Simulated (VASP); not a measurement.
# HfO2 (Fm-3m) in VASP: settings compared, part 2 of 2

VASP 6.6.1. Earlier steps stand in the parts before.

## 3. Relaxation of cell and atoms, PBEsol

Input file INCAR:

```
ALGO = Normal
EDIFF = 1E-7
EDIFFG = -0.005
ENCUT = 600
GGA = PS
IBRION = 2
ISIF = 3
ISMEAR = 0
LASPH = T
LCHARG = F
LREAL = F
LWAVE = F
NELM = 80
NSW = 80
PREC = Accurate
SIGMA = 0.01
```

Input file KPOINTS:

```
k-points
0
Gamma
  8 8 8
```

Input file POSCAR:

```
HfO2
1.0
    0.0000000000      2.5575000000      2.5575000000
    2.5575000000      0.0000000000      2.5575000000
    2.5575000000      2.5575000000      0.0000000000
Hf O
1 2
Direct
    0.0000000000      0.0000000000      0.0000000000
    0.2500000000      0.2500000000      0.2500000000
    0.7500000000      0.7500000000      0.7500000000
```

Potentials or basis: VASP PAW PBE potentials, release 64 (Hf_pv, O).

Started as:

```bash
$ cat potpaw_PBE.64/Hf_pv/POTCAR potpaw_PBE.64/O/POTCAR > POTCAR
$ mpirun -np 1 vasp_std > vasp.out
```

OUTCAR:

```text
EDIFF = 1E-7
   EDIFFG = -0.005
   ENCUT = 600
   GGA = PS
   IBRION = 2
   ISIF = 3
   ISMEAR = 0
   LASPH = T
   LREAL = F
   NELM = 80
   NSW = 80
   PREC = Accurate

 ion  position               nearest neighbor table
   1  0.000  0.000  0.000-   3 2.21   3 2.21   3 2.21   2 2.21   3 2.21   2 2.21   2 2.21   2 2.21

   2  0.250  0.250  0.250-   1 2.21   1 2.21   1 2.21   1 2.21
   3  0.750  0.750  0.750-   1 2.21   1 2.21   1 2.21   1 2.21

  LATTYP: Found a face centered cubic cell.
 ALAT       =     5.1150000000

  Lattice vectors:

 A1 = (   0.0000000000,   2.5575000000,   2.5575000000)
 A2 = (   2.5575000000,   0.0000000000,   2.5575000000)
 A3 = (   2.5575000000,   2.5575000000,   0.0000000000)

Analysis of symmetry for initial positions (statically):
=====================================================================
 Subroutine PRICEL returns:
 Original cell was already a primitive cell.

 Routine SETGRP: Setting up the symmetry group for a
 face centered cubic supercell.

 Subroutine GETGRP returns: Found 48 space group operations
 (whereof 48 operations were pure point group operations)
 out of a pool of 48 trial point group operations.

The static configuration has the point symmetry O_h .

Analysis of symmetry for dynamics (positions and initial velocities):
=====================================================================
 Subroutine PRICEL returns:
 Original cell was already a primitive cell.

 Routine SETGRP: Setting up the symmetry group for a
 face centered cubic supercell.

 Subroutine GETGRP returns: Found 48 space group operations
 (whereof 48 operations were pure point group operations)
 out of a pool of 48 trial point group operations.

The dynamic configuration has the point symmetry O_h .

 Subroutine INISYM returns: Found 48 space group operations
 (whereof 48 operations are pure point group operations),
 and found     1 'primitive' translations

----------------------------------------------------------------------------------------

[... 140 lines left out ...]
  ext. energy  EPLUGINS =         0.00000000
  ---------------------------------------------------
  free energy    TOTEN  =       -31.56308809 eV

  energy without entropy =      -31.56308809  energy(sigma->0) =      -31.56308809

------------------------ aborting loop because EDIFF is reached ----------------------------------------

  FORCE on cell =-STRESS in cart. coord.  units (eV):
  Direction    XX          YY          ZZ          XY          YZ          ZX
  --------------------------------------------------------------------------------------
  -------------------------------------------------------------------------------------
  Total       -2.8707421     -2.8707421     -2.8707421      0.0000000      0.0000000     -0.0000000
  in kB     -137.4762989   -137.4762989   -137.4762989      0.0000000      0.0000000     -0.0000000
  external PRESSURE =    -137.4762989 kB  Pullay stress =       0.0000000 kB
[... 98 lines left out ...]
--------------------------------------- Ionic step        4  -------------------------------------------

 number of electron      22.0000001 magnetization

 Free energy of the ion-electron system (eV)
  ---------------------------------------------------
  ext. energy  EPLUGINS =         0.00000000
  ---------------------------------------------------
  free energy    TOTEN  =       -31.64701634 eV

  energy without entropy =      -31.64701634  energy(sigma->0) =      -31.64701634

 E-fermi :   4.4430     XC(G=0): -12.2684

 val. band max:        4.3938776035   @ k =   0.5000   0.5000   0.0000
 cond. band min:       8.1451653475   @ k =   0.5000   0.5000   0.0000
 fundamental gap:      3.7512877440
 Fermi energy:         4.4430194481

 k-point     1 :       0.0000    0.0000    0.0000
  band No.  band energies     occupation
      1     -25.0930      2.00000
      2     -25.0930      2.00000
      3     -25.0930      2.00000
      4     -14.4876      2.00000
      5     -11.2315      2.00000
      6      -1.1988      2.00000
      7      -1.1988      2.00000
      8      -1.1988      2.00000
      9       3.7619      2.00000
     10       3.7619      2.00000
     11       3.7619      2.00000
     12       8.2440      0.00000
     13       8.2440      0.00000
     14      10.2849      0.00000
[... 401 lines left out ...]
      2     -25.2978      2.00000
      3     -25.1837      2.00000
      4     -12.7784      2.00000
      5     -12.1504      2.00000
      6      -0.6592      2.00000
      7      -0.2580      2.00000
      8       0.7148      2.00000
      9       2.0940      2.00000
     10       2.9789      2.00000
     11       3.1066      2.00000
     12       9.0082      0.00000
     13       9.4556      0.00000
     14      11.6379      0.00000
     15      12.7135      0.00000

 [... further k-points ...]

------------------------ aborting loop because EDIFF is reached ----------------------------------------

  FORCE on cell =-STRESS in cart. coord.  units (eV):
  Direction    XX          YY          ZZ          XY          YZ          ZX
  --------------------------------------------------------------------------------------
  -------------------------------------------------------------------------------------
  Total       -0.0060616     -0.0060616     -0.0060616      0.0000000      0.0000000      0.0000000
  in kB       -0.3073263     -0.3073263     -0.3073263      0.0000000      0.0000000      0.0000000
  external PRESSURE =      -0.3073263 kB  Pullay stress =       0.0000000 kB
[... 18 lines left out ...]
  FREE ENERGIE OF THE ION-ELECTRON SYSTEM (eV)
  ---------------------------------------------------
  free  energy   TOTEN  =       -31.6470163426 eV

  energy  without entropy=      -31.6470163426  energy(sigma->0) =      -31.64701634

 reached required accuracy - stopping structural energy minimisation
```

OSZICAR:

```text
N       E                     dE             d eps       ncg     rms          rms(c)
DAV:   1     0.109513210955E+03    0.10951E+03   -0.13935E+04   870   0.162E+03
DAV:   2    -0.327161170758E+02   -0.14223E+03   -0.13820E+03  1108   0.337E+02
DAV:   3    -0.368443322705E+02   -0.41282E+01   -0.41240E+01  1129   0.566E+01
[... 41 lines left out ...]
DAV:   3    -0.316470197990E+02    0.19017E-04   -0.27381E-05  1038   0.478E-02    0.411E-02
DAV:   4    -0.316470158175E+02    0.39815E-05   -0.14764E-05  1080   0.333E-02    0.293E-02
DAV:   5    -0.316470160780E+02   -0.26047E-06   -0.42649E-07   982   0.543E-03    0.133E-02
DAV:   6    -0.316470163421E+02   -0.26407E-06   -0.60909E-08   498   0.176E-03    0.141E-03
DAV:   7    -0.316470163426E+02   -0.57344E-09   -0.75978E-09   435   0.739E-04
   4 F= -.31647016E+02 E0= -.31647016E+02  d E =-.839283E-01
```

CONTCAR:

```text
HfO2
   1.00000000000000
     0.0000000000000000    2.5093260102583974    2.5093260102583974
     2.5093260102583974    0.0000000000000000    2.5093260102583974
     2.5093260102583974    2.5093260102583974   -0.0000000000000000
  Hf              O
     1     2
Direct
     1.0000000000000000    0.0000000000000000    1.0000000000000000
     0.2500000000000000    0.2500000000000000    0.2500000000000000
     0.7500000000000000    0.7500000000000000    0.7500000000000000

  0.00000000E+00  0.00000000E+00  0.00000000E+00
  0.00000000E+00  0.00000000E+00  0.00000000E+00
  0.00000000E+00  0.00000000E+00  0.00000000E+00
```

Wall time 52 s (1 thread of Intel Xeon Platinum 8488C (Sapphire Rapids), shared host); peak memory 0.18 GiB.

Results:

| Quantity | Value |
| --- | --- |
| Free energy | -31.6470 eV |
| Relaxed volume | 10.53 Å³/atom |
| Relaxed cell | a = 3.549 Å, b = 3.549 Å, c = 3.549 Å, α = 60.00°, β = 60.00°, γ = 60.00° |
| Space group after relaxing (to 0.05 Å) | Fm-3m (No. 225) |
| Energy gained by relaxing | 28.0 meV/atom |
| Ionic steps | 4 |
| Pressure after relaxing | 0.0 GPa |
| Band gap on the k mesh | 3.75 eV, direct |

Step by step:
```tsv
step	energy change (eV)	largest force (eV/Å)	pressure (GPa)	volume (Å³)
1	0.0000	0.0000	-13.75	33.46
2	0.1213	0.0000	27.65	29.03
3	-0.0839	0.0000	-0.36	31.64
4	-0.0839	0.0000	-0.03	31.60
```

Final structure:
```
Hf O
1.0
     0.00000    2.50933    2.50933
     2.50933    0.00000    2.50933
     2.50933    2.50933    0.00000
Hf O
1 2
Cartesian
  2.5093 5.0187 2.5093
  1.2547 1.2547 1.2547
  3.7640 3.7640 3.7640
```

Caveat: the PAW data sets were made with another functional, which shifts forces and pressure a little; spin-orbit coupling is left out, which moves the levels of the heavy elements. A k mesh can miss the band edges.

## 4. Relaxation of cell and atoms, PBE+D4

Input file INCAR:

```
PREC = Accurate ; ENCUT = 600
EDIFF = 1E-6 ; ISMEAR = 0
SIGMA = 0.01 ; LREAL = F
LASPH = T ; NELM = 100
ALGO = Normal ; ISIF = 3
LWAVE = F ; LCHARG = F
GGA = PE ; IVDW = 13
IBRION = 2 ; NSW = 80
EDIFFG = -0.005
```

Input file KPOINTS:

```
Automatic mesh
0
Gamma
  8 8 8
```

POSCAR is that of step 3.

Started as:

```bash
$ cat potpaw_PBE.64/Hf_pv/POTCAR potpaw_PBE.64/O/POTCAR > POTCAR
$ mpirun -np 1 vasp_std > vasp.out
```

Wall time 47 s (1 thread of Intel Xeon Platinum 8488C (Sapphire Rapids), shared host); peak memory 0.18 GiB.

Results (log left out):

- Free energy: -30.8455 eV
- Relaxed volume: 10.72 Å³/atom
- Relaxed cell: a = 3.569 Å, b = 3.569 Å, c = 3.569 Å, α = 60.00°, β = 60.00°, γ = 60.00°
- Space group after relaxing (to 0.05 Å): Fm-3m (No. 225)
- Energy gained by relaxing: 13.2 meV/atom
- Ionic steps: 4
- Pressure after relaxing: 0.1 GPa
- Band gap on the k mesh: 3.84 eV, direct
- Dispersion energy per atom: -0.198 eV

The path:
```
step  energy change (eV)  largest force (eV/Å)  pressure (GPa)  volume (Å³)
   1              0.0000                0.0000           -9.40        33.46
   2              0.0471                0.0000           16.52        30.39
   3             -0.0396                0.0000           -0.08        32.17
   4             -0.0396                0.0000            0.06        32.15
```

Final structure:
```cif
data_structure
_symmetry_space_group_name_H-M 'P 1'
_symmetry_Int_Tables_number 1
_cell_length_a 3.5691
_cell_length_b 3.5691
_cell_length_c 3.5691
_cell_angle_alpha 60.000
_cell_angle_beta 60.000
_cell_angle_gamma 60.000
_cell_volume 32.15
loop_
_atom_site_label
_atom_site_type_symbol
_atom_site_fract_x
_atom_site_fract_y
_atom_site_fract_z
_atom_site_occupancy
Hf1 Hf 0.00000 0.00000 0.00000 1
O1 O 0.25000 0.25000 0.25000 1
O2 O 0.75000 0.75000 0.75000 1
```

Levels at points of the mesh, in eV from the valence-band top:
| k point | band 9 | band 10 | band 11 | band 12 | band 13 | band 14 |
| --- | --- | --- | --- | --- | --- | --- |
| (0.00, 0.00, 0.00) | -0.61 | -0.61 | -0.61 | 3.92 | 3.92 | 5.95 |
| (0.50, 0.00, 0.00) | -2.76 | -1.85 | -1.85 | 4.66 | 4.66 | 7.11 |
| (0.50, 0.50, 0.00) | -1.55 | -1.55 | 0.00 | 3.84 | 5.58 | 6.76 |

Caveat: spin-orbit coupling is left out, which moves the levels of the heavy elements. As with any semilocal functional, this PBE gap is likely too small.

## 5. Relaxation of cell and atoms, PBE+D3(BJ)

Input file INCAR:

```
PREC = Accurate
ENCUT = 600
EDIFF = 1E-7
ISMEAR = 0
SIGMA = 0.01
LREAL = False
LASPH = True
NELM = 80
ALGO = Normal
ISIF = 3
LWAVE = False
LCHARG = False
GGA = PE
IVDW = 12
IBRION = 2
NSW = 80
EDIFFG = -0.005
```

Input file KPOINTS:

```
regular mesh
0
Gamma
  8 8 8
```

POSCAR is that of step 4.

Started as:

```bash
$ cat potpaw_PBE.64/Hf_pv/POTCAR potpaw_PBE.64/O/POTCAR > POTCAR
$ mpirun -np 1 vasp_std > vasp.out
```

It took 61 s on 1 thread of Intel Xeon Platinum 8488C (Sapphire Rapids), shared host; peak memory 0.2 GiB.

The run converged. Its results:

```yaml
Free_energy: -30.9801 eV
Relaxed_volume: 10.70 Å³/atom
Relaxed_cell: a = 3.568 Å, b = 3.568 Å, c = 3.568 Å, α = 60.00°, β = 60.00°, γ = 60.00°
Space_group_after_relaxing_to_0.05_Å: Fm-3m (No. 225)
Energy_gained_by_relaxing: 14.1 meV/atom
Ionic_steps: 4
Pressure_after_relaxing: 0.1 GPa
Band_gap_on_the_k_mesh: 3.84 eV, direct
Dispersion_energy_per_atom: -0.243 eV
```

The path:
| step | energy change (eV) | largest force (eV/Å) | pressure (GPa) | volume (Å³) |
| --- | --- | --- | --- | --- |
| 1 | 0.0000 | 0.0000 | -9.76 | 33.46 |
| 2 | 0.0529 | 0.0000 | 17.48 | 30.27 |
| 3 | -0.0424 | 0.0000 | -0.09 | 32.13 |
| 4 | -0.0424 | 0.0000 | 0.05 | 32.11 |

Final structure:
```yaml
crystal:
  lattice:
    - [0.00000, 2.52267, 2.52267]
    - [2.52267, 0.00000, 2.52267]
    - [2.52267, 2.52267, 0.00000]
  atoms:
    - { symbol: Hf, position: [0.00000, 0.00000, 0.00000] }
    - { symbol: O, position: [0.25000, 0.25000, 0.25000] }
    - { symbol: O, position: [0.75000, 0.75000, 0.75000] }
```

Levels at points of the mesh, in eV from the valence-band top:
| k point | band 9 | band 10 | band 11 | band 12 | band 13 | band 14 |
| --- | --- | --- | --- | --- | --- | --- |
| (0.00, 0.00, 0.00) | -0.61 | -0.61 | -0.61 | 3.92 | 3.92 | 5.96 |
| (0.50, 0.00, 0.00) | -2.76 | -1.85 | -1.85 | 4.67 | 4.67 | 7.13 |
| (0.50, 0.50, 0.00) | -1.55 | -1.55 | 0.00 | 3.84 | 5.58 | 6.77 |

Caveat: spin-orbit coupling is left out, which moves the levels of the heavy elements. PBE gaps usually lie below the measured ones, often by a third to a half.

## 6. The runs side by side

```tsv
level	gap on the mesh (eV)	pressure (GPa)	relaxed volume (Å³/atom)
PBE	3.80	0.0	10.87
PBEsol	3.75	0.0	10.53
PBE+D4	3.84	0.1	10.72
PBE+D3(BJ)	3.84	0.1	10.70
```

Alike in all rows: task relaxation of cell and atoms; potentials or basis VASP PAW PBE potentials, release 64 (Hf_pv, O); no spin polarisation; cell relaxed; k mesh 8 × 8 × 8; cutoff (eV) 600; smearing gaussian 0.01 eV.

Caveats: spin-orbit coupling is left out, which moves the levels of the heavy elements; the PAW data sets were made with another functional, which shifts forces and pressure a little (some runs).

Absolute energies hang on the potentials; compare differences alone.
